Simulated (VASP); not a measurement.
Write the native input for VASP 6.6.1 that does the following.

* Task: single point
* Functional: r2SCAN
* Potentials or basis: VASP PAW PBE potentials, release 64 (Se, Te, Ba_sv)
* Cutoff: 520 eV
* k mesh: 6 × 6 × 6
* Occupations: gaussian, width 0.01 eV
* Spin: no spin polarisation
* Dipole correction: no
* Further INCAR settings: ALGO = Normal; EDIFF = 1e-07; NBANDS = 24

The system is Ba2TeSe.

```
Se Te Ba
1.0
     2.39568    1.38314    7.85157
    -2.39568    1.38314    7.85157
     0.00000   -2.76629    7.85157
Se Te Ba
1 1 2
Direct
  0.00000 0.00000 0.00000
  0.50000 0.50000 0.50000
  0.25487 0.25487 0.25487
  0.74513 0.74513 0.74513
```

One way to write it, as run:

POSCAR

```
Ba2TeSe
1.0
    2.3956764904      1.3831444666      7.8515741829
   -2.3956764904      1.3831444666      7.8515741829
    0.0000000000     -2.7662889332      7.8515741829
Se Te Ba
1 1 2
Direct
    1.0000000000      0.0000000000      0.0000000000
    0.5000000000      0.5000000000      0.5000000000
    0.2548744217      0.2548744217      0.2548744217
    0.7451255783      0.7451255783      0.7451255783
```

INCAR.step1

```
PREC = Accurate
ENCUT = 520
ISMEAR = 0
SIGMA = 0.01
LREAL = False
LASPH = True
NELM = 60
NBANDS = 24
GGA = PE
ALGO = Normal
EDIFF = 1E-4
LWAVE = True
LCHARG = False
```

INCAR.step2

```
PREC = Accurate
ENCUT = 520
EDIFF = 1E-7
ISMEAR = 0
SIGMA = 0.01
LREAL = False
LASPH = True
NELM = 60
ALGO = Normal
ISIF = 2
LWAVE = False
LCHARG = False
METAGGA = R2SCAN
LMIXTAU = True
NBANDS = 24
ISTART = 1
```

KPOINTS

```
regular mesh
0
Gamma
  6 6 6
```

Potentials or basis: VASP PAW PBE potentials, release 64 (Se, Te, Ba_sv).

Command:

```sh
$ cat potpaw_PBE.64/Se/POTCAR potpaw_PBE.64/Te/POTCAR potpaw_PBE.64/Ba_sv/POTCAR > POTCAR
$ cp INCAR.step1 INCAR
$ mpirun -np 1 vasp_std > vasp.out
$ cp INCAR.step2 INCAR
$ mpirun -np 1 vasp_std > vasp.out
```

It gave:

| Quantity | Value |
| --- | --- |
| Pressure | 1.5 GPa |
| Largest force | 0.018 eV/Å |
| Band gap on the k mesh | 1.92 eV (least direct gap 2.26 eV) |

Caveat: the PAW data sets were made with another functional, which shifts forces and pressure a little; spin-orbit coupling is left out, which moves the levels of the heavy elements.

Wall time 27 min on 1 thread of Intel(R) Xeon(R) Platinum 8488C (Sapphire Rapids) (shared host), peak memory 0.7 GiB.
